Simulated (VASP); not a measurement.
# GaN (F-43m) in VASP: further runs

GaN is run at these levels: LDA; tasks: single point.

Everything below comes from runs of VASP 6.6.1. Logs are shortened: lines on timing, memory, paths and dates and some standing lists are left out, and cuts for length are marked.

## Step 1: The cell of the first run

Symmetry: F-43m, No. 216, cubic system. Conventional cell: a = 4.455 Å, b = 4.455 Å, c = 4.455 Å, α = 90.00°, β = 90.00°, γ = 90.00°. Within 2.6 Å of Ga (site symmetry -43m) lie 4 N at 1.93 Å. Within 2.6 Å of N (site symmetry -43m) lie 4 Ga at 1.93 Å.

## Step 2: Single point, LDA, non-collinear spin, zero start, spin-orbit coupling

File INCAR:

```
SYSTEM = GaN
ALGO = Normal ; EDIFF = 1E-6
ENCUT = 1330 ; GGA = CA
GGA_COMPAT = .FALSE. ; ISIF = 2
ISMEAR = 0 ; LASPH = .TRUE.
LCHARG = .TRUE. ; LNONCOLLINEAR = .TRUE.
LORBIT = 11 ; LORBMOM = .TRUE.
LREAL = .FALSE. ; LSORBIT = .TRUE.
LVHAR = .TRUE. ; LWAVE = .FALSE.
MAGMOM = 0 0 0 0 0 0 ; NBANDS = 30
NELM = 200 ; PREC = Accurate
SIGMA = 0.01
```

File KPOINTS:

```
k-points
0
G
  10 10 10
  0 0 0
```

File POSCAR:

```
GaN
1.0
    0.0000000000      2.2277045316      2.2277045316
    2.2277045316      0.0000000000      2.2277045316
    2.2277045316      2.2277045316      0.0000000000
Ga N
1 1
Direct
    0.0000000000      0.0000000000      0.0000000000
    0.2500000000      0.2500000000      0.2500000000
```

Potentials or basis: VASP PAW LDA potentials, release 64 (Ga_d, N_h).

On the command line:

```console
$ cat potpaw_LDA.64/Ga_d/POTCAR potpaw_LDA.64/N_h/POTCAR > POTCAR
$ mpirun -np 1 vasp_ncl > vasp.out
```

OUTCAR:

```text
SYSTEM = GaN
   EDIFF = 1E-6
   ENCUT = 1330
   GGA = CA
   ISIF = 2
   ISMEAR = 0
   LASPH = .TRUE.
   LNONCOLLINEAR = .TRUE.
   LORBIT = 11
   LREAL = .FALSE.
   LSORBIT = .TRUE.
   NELM = 200
   PREC = Accurate

 ion  position               nearest neighbor table
   1  0.000  0.000  0.000-   2 1.93   2 1.93   2 1.93   2 1.93
   2  0.250  0.250  0.250-   1 1.93   1 1.93   1 1.93   1 1.93

  LATTYP: Found a face centered cubic cell.
 ALAT       =     4.4554090632

  Lattice vectors:

 A1 = (   0.0000000000,   2.2277045316,   2.2277045316)
 A2 = (   2.2277045316,   0.0000000000,   2.2277045316)
 A3 = (   2.2277045316,   2.2277045316,   0.0000000000)

Analysis of symmetry for initial positions (statically):
=====================================================================
 Subroutine PRICEL returns:
 Original cell was already a primitive cell.

 Routine SETGRP: Setting up the symmetry group for a
 face centered cubic supercell.

 Subroutine GETGRP returns: Found 24 space group operations
 (whereof 24 operations were pure point group operations)
 out of a pool of 48 trial point group operations.

The static configuration has the point symmetry T_d .

Analysis of symmetry for dynamics (positions and initial velocities):
=====================================================================
 Subroutine PRICEL returns:
 Original cell was already a primitive cell.

 Routine SETGRP: Setting up the symmetry group for a
 face centered cubic supercell.

 Subroutine GETGRP returns: Found 24 space group operations
 (whereof 24 operations were pure point group operations)
 out of a pool of 48 trial point group operations.

The dynamic configuration has the point symmetry T_d .

Analysis of structural, dynamic, and magnetic symmetry:
=====================================================================
 Subroutine PRICEL returns:
 Original cell was already a primitive cell.

 Routine SETGRP: Setting up the symmetry group for a
 face centered cubic supercell.

 Subroutine GETGRP returns: Found 24 space group operations
 (whereof 24 operations were pure point group operations)
 out of a pool of 48 trial point group operations.

The overall configuration has the point symmetry T_d .

 Subroutine INISYM returns: Found 24 space group operations
 (whereof 24 operations are pure point group operations),
 and found     1 'primitive' translations

----------------------------------------------------------------------------------------

                                     Primitive cell

  volume of cell :      22.1107

  direct lattice vectors                    reciprocal lattice vectors
     0.000000000  2.227704532  2.227704532    -0.224446282  0.224446282  0.224446282
     2.227704532  0.000000000  2.227704532     0.224446282 -0.224446282  0.224446282
     2.227704532  2.227704532  0.000000000     0.224446282  0.224446282 -0.224446282

  length of vectors
     3.150449962  3.150449962  3.150449962     0.388752364  0.388752364  0.388752364

  position of ions in fractional coordinates (direct lattice)
     0.000000000  0.000000000  0.000000000
     0.250000000  0.250000000  0.250000000

  ion indices of the primitive-cell ions
   primitive index   ion index
                 1           1
                 2           2

----------------------------------------------------------------------------------------

 KPOINTS: k-points

Automatic generation of k-mesh.
 Grid dimensions read from file:
 generate k-points for:   10   10   10

 Generating k-lattice:

  Cartesian coordinates                     Fractional coordinates (reciprocal lattice)
    -0.022444628  0.022444628  0.022444628     0.100000000  0.000000000  0.000000000
     0.022444628 -0.022444628  0.022444628     0.000000000  0.100000000  0.000000000
     0.022444628  0.022444628 -0.022444628     0.000000000  0.000000000  0.100000000

  Length of vectors
     0.038875236  0.038875236  0.038875236

  Shift w.r.t. Gamma in fractional coordinates (k-lattice)
     0.000000000  0.000000000  0.000000000

 Subroutine IBZKPT returns following result:
 ===========================================

 Found     73 irreducible k-points:

 Following reciprocal coordinates:
            Coordinates               Weight
  0.000000  0.000000  0.000000      1.000000
  0.100000  0.000000  0.000000      4.000000
 -0.100000  0.000000  0.000000      4.000000
  0.200000  0.000000  0.000000      4.000000
 -0.200000  0.000000  0.000000      4.000000
[... 43 lines left out ...]
   NFREE  =      0    steps in history (QN), initial steepest desc. (CG)
   ISIF   =      2    stress and relaxation
   ISYM   =      2    0-nonsym 1-usesym 2-fastsym
   POTIM  = 0.5000    time-step for ionic-motion
   TEBEG  =    0.0;   TEEND  =   0.0 temperature during run
   PSTRESS=    0.0 pullay stress
   NELECT =      18.0000    total number of electrons
   NUPDOWN=      -1.0000    fix difference up-down
   EMIN   =  10.00;   EMAX   =-10.00  energy-range for DOS
   EFERMI =   0.00;   METHOD = LEGACY
   ISMEAR =     0;   SIGMA  =   0.01  broadening in eV -4-tet -1-fermi 0-gaus
   EFERMI_NEDOS =   21; number of points for ismear=-14 and -15
   IALGO  =     38    algorithm
   IMIX   =      4    mixing-type and parameters
     AMIX     =   0.40;   BMIX     =  1.00
     AMIX_MAG =   1.60;   BMIX_MAG =  1.00
  volume/ion in A,a.u.               =      11.06        74.61
  Fermi-wavevector in a.u.,A,eV,Ry     =   1.528615  2.888663 31.792236  2.336663
  Thomas-Fermi vector in A             =   2.636349
   LORBIT       =     11    0 simple, 1 ext, 2 COOP (PROOUT), +10 PAW based schemes
   GGA     = CA    functional components
   LHFCALC =     F    Hartree Fock is set to
   AEXX    =    0.0000 exact exchange contribution
   IVDW    =     0    specifies the selected vdW correction
   LEPSILON=     F    determine dielectric tensor
   LRPA    =     F    only Hartree local field effects (RPA)
 Gauss-broadening in eV      SIGMA  =   0.01
  energy-cutoff  :     1330.00
  volume of cell :       22.11
 maximum number of plane-waves:      4908
 NGX is ok and might be reduce to    40
   NGX = 19   NGY = 19   NGZ = 19

 number of electron      18.0000000 magnetization       0.0000000      0.0000000      0.0000000

 number of electron      18.0000001 magnetization       0.0000000     -0.0000000     -0.0000000

 number of electron      18.0000001 magnetization       0.0000000      0.0000000     -0.0000000

 Free energy of the ion-electron system (eV)
  ---------------------------------------------------
  ext. energy  EPLUGINS =         0.00000000
  ---------------------------------------------------
  free energy    TOTEN  =       -13.95294199 eV

  energy without entropy =      -13.95294199  energy(sigma->0) =      -13.95294199

 E-fermi :   5.8885     XC(G=0): -12.3190

 val. band max:        5.7419605788   @ k =   0.0000   0.0000   0.0000
 cond. band min:       7.7118155129   @ k =   0.0000   0.0000   0.0000
 fundamental gap:      1.9698549341
 Fermi energy:         5.8885063385

 k-point     1 :       0.0000    0.0000    0.0000
  band No.  band energies     occupation
      1     -10.3682      1.00000
      2     -10.3682      1.00000
      3      -8.0306      1.00000
      4      -8.0306      1.00000
      5      -8.0306      1.00000
      6      -8.0306      1.00000
[... 781 lines left out ...]
     29      22.2686      0.00000
     30      22.3137      0.00000

 [... further k-points ...]

------------------------ aborting loop because EDIFF is reached ----------------------------------------

  FORCE on cell =-STRESS in cart. coord.  units (eV):
  Direction    XX          YY          ZZ          XY          YZ          ZX
  --------------------------------------------------------------------------------------
  -------------------------------------------------------------------------------------
  Total        0.1458144      0.1458144      0.1458144      0.0000000      0.0000000      0.0000000
  in kB       10.5659427     10.5659427     10.5659427      0.0000000      0.0000000      0.0000000
  external PRESSURE =      10.5659427 kB  Pullay stress =       0.0000000 kB

 VOLUME and BASIS-vectors are now :
 -----------------------------------------------------------------------------
  energy-cutoff  :     1330.00
  volume of cell :       22.11
      direct lattice vectors                 reciprocal lattice vectors
     0.000000000  2.227704532  2.227704532    -0.224446282  0.224446282  0.224446282
     2.227704532  0.000000000  2.227704532     0.224446282 -0.224446282  0.224446282
     2.227704532  2.227704532  0.000000000     0.224446282  0.224446282 -0.224446282

 POSITION                                       TOTAL-FORCE (eV/Angst)
 -----------------------------------------------------------------------------------
      0.00000      0.00000      0.00000         0.000000      0.000000      0.000000
      1.11385      1.11385      1.11385        -0.000000     -0.000000     -0.000000
 -----------------------------------------------------------------------------------
    total drift:                               -0.000000     -0.000000     -0.000000

  FREE ENERGIE OF THE ION-ELECTRON SYSTEM (eV)
  ---------------------------------------------------
  free  energy   TOTEN  =       -13.9529419881 eV

  energy  without entropy=      -13.9529419881  energy(sigma->0) =      -13.95294199

 orbital moment (x)

 # of ion     p       d       tot
 ----------------------------------------
  1         0.000  -0.000   0.000
  2        -0.000   0.000  -0.000
 ----------------------------------------
            0.000  -0.000   0.000

 orbital moment (y)

 # of ion     p       d       tot
 ----------------------------------------
  1        -0.000   0.000   0.000
  2        -0.000   0.000  -0.000
 ----------------------------------------
           -0.000   0.000   0.000

 orbital moment (z)

 # of ion     p       d       tot
 ----------------------------------------
  1        -0.000  -0.000  -0.000
  2        -0.000   0.000  -0.000
 ----------------------------------------
           -0.000  -0.000  -0.000

 Spin-Orbit-Coupling matrix elements

 Ion:    1  E_soc:     -0.0114717
 l=   1
     0.0000000    -0.0010668    -0.0010668
    -0.0010668     0.0000000    -0.0010668
    -0.0010668    -0.0010668     0.0000000
 l=   2
     0.0000000    -0.0001770     0.0000000    -0.0001770    -0.0006681
    -0.0001770     0.0000000    -0.0005011    -0.0001770    -0.0001670
     0.0000000    -0.0005011     0.0000000    -0.0005011     0.0000000
    -0.0001770    -0.0001770    -0.0005011     0.0000000    -0.0001670
    -0.0006681    -0.0001670     0.0000000    -0.0001670     0.0000000
 l=   3
     0.0000000     0.0000000     0.0000000     0.0000000     0.0000000     0.0000000     0.0000000
     0.0000000     0.0000000     0.0000000     0.0000000     0.0000000     0.0000000     0.0000000
     0.0000000     0.0000000     0.0000000     0.0000000     0.0000000     0.0000000     0.0000000
     0.0000000     0.0000000     0.0000000     0.0000000     0.0000000     0.0000000     0.0000000
     0.0000000     0.0000000     0.0000000     0.0000000     0.0000000     0.0000000     0.0000000
     0.0000000     0.0000000     0.0000000     0.0000000     0.0000000     0.0000000     0.0000000
     0.0000000     0.0000000     0.0000000     0.0000000     0.0000000     0.0000000     0.0000000

 Ion:    2  E_soc:     -0.0001179
 l=   1
     0.0000000    -0.0000196    -0.0000196
    -0.0000196     0.0000000    -0.0000196
    -0.0000196    -0.0000196     0.0000000
 l=   2
     0.0000000     0.0000000     0.0000000     0.0000000     0.0000000
     0.0000000     0.0000000     0.0000000     0.0000000     0.0000000
     0.0000000     0.0000000     0.0000000     0.0000000     0.0000000
     0.0000000     0.0000000     0.0000000     0.0000000     0.0000000
     0.0000000     0.0000000     0.0000000     0.0000000     0.0000000
 l=   3
     0.0000000     0.0000000     0.0000000     0.0000000     0.0000000     0.0000000     0.0000000
     0.0000000     0.0000000     0.0000000     0.0000000     0.0000000     0.0000000     0.0000000
     0.0000000     0.0000000     0.0000000     0.0000000     0.0000000     0.0000000     0.0000000
     0.0000000     0.0000000     0.0000000     0.0000000     0.0000000     0.0000000     0.0000000
     0.0000000     0.0000000     0.0000000     0.0000000     0.0000000     0.0000000     0.0000000
     0.0000000     0.0000000     0.0000000     0.0000000     0.0000000     0.0000000     0.0000000
     0.0000000     0.0000000     0.0000000     0.0000000     0.0000000     0.0000000     0.0000000

 total charge

# of ion       s       p       d       tot
------------------------------------------
    1        0.805   0.952  10.198  11.955
    2        0.699   1.517   0.000   2.216
--------------------------------------------------
tot          1.504   2.469  10.198  14.171

 magnetization (x)

# of ion       s       p       d       tot
------------------------------------------
    1        0.000  -0.000   0.000  -0.000
    2       -0.000  -0.000   0.000  -0.000
--------------------------------------------------
tot         -0.000  -0.000   0.000  -0.000

 magnetization (y)

# of ion       s       p       d       tot
------------------------------------------
    1        0.000  -0.000   0.000  -0.000
    2       -0.000   0.000   0.000  -0.000
--------------------------------------------------
tot         -0.000  -0.000   0.000  -0.000

 magnetization (z)

# of ion       s       p       d       tot
------------------------------------------
    1        0.000  -0.000  -0.000  -0.000
    2       -0.000   0.000   0.000  -0.000
--------------------------------------------------
tot         -0.000  -0.000  -0.000  -0.000
```

Run time: 7.9 min. Hardware: 1 thread of Intel Xeon Platinum 8259CL at 2.50GHz (Skylake/Cascade Lake), shared host; peak memory 0.53 GiB.

What came out:

* Free energy: -13.9529 eV
* Pressure: 1.1 GPa
* Net moment: 0.00 μB per cell
* Valence electrons inside the program's atomic spheres: Ga 11.96; N 2.22

Moments on the atoms (μB; x, y, z):
```
Ga  0.00 0.00 0.00
N   0.00 0.00 0.00
```

## Step 3: Single point, LDA

File INCAR:

```
PREC = Accurate
ENCUT = 1330
EDIFF = 1E-6
ISMEAR = -1
SIGMA = 0.1
LREAL = F
LASPH = T
NELM = 120
ALGO = Normal
ISIF = 2
LWAVE = F
LCHARG = T
LELF = T
LVHAR = T
NBANDS = 16
GGA_COMPAT = F
```

File KPOINTS:

```
regular mesh
0
Gamma
  14 14 14
```

POSCAR is that of step 2.

Potentials or basis: VASP PAW LDA potentials, release 64 (Ga_d, N_h).

On the command line:

```console
$ cat potpaw_LDA.64/Ga_d/POTCAR potpaw_LDA.64/N_h/POTCAR > POTCAR
$ mpirun -np 1 vasp_std > vasp.out
```

Run time: 65 s. Hardware: 1 thread of AMD EPYC 9R45 (Zen 5), shared host; peak memory 0.28 GiB.

It converged, with:

* Free energy: -13.9472 eV
* Pressure: 1.1 GPa
* Band gap on the k mesh: 1.97 eV

Levels at points of the mesh, in eV from the valence-band top:
```
           k point  band 5  band 6  band 7  band 8  band 9  band 10  band 11  band 12  band 13  band 14
(0.00, 0.00, 0.00)  -13.24  -13.24    0.00    0.00    0.00     1.97    10.33    10.33    10.33    17.77
(0.50, 0.00, 0.00)  -13.18  -11.86   -7.35   -1.02   -1.02     4.78     8.77    10.39    10.39    15.69
(0.50, 0.50, 0.00)  -13.15  -11.38   -6.35   -2.86   -2.86     3.26     6.69    11.75    14.12    14.12
```
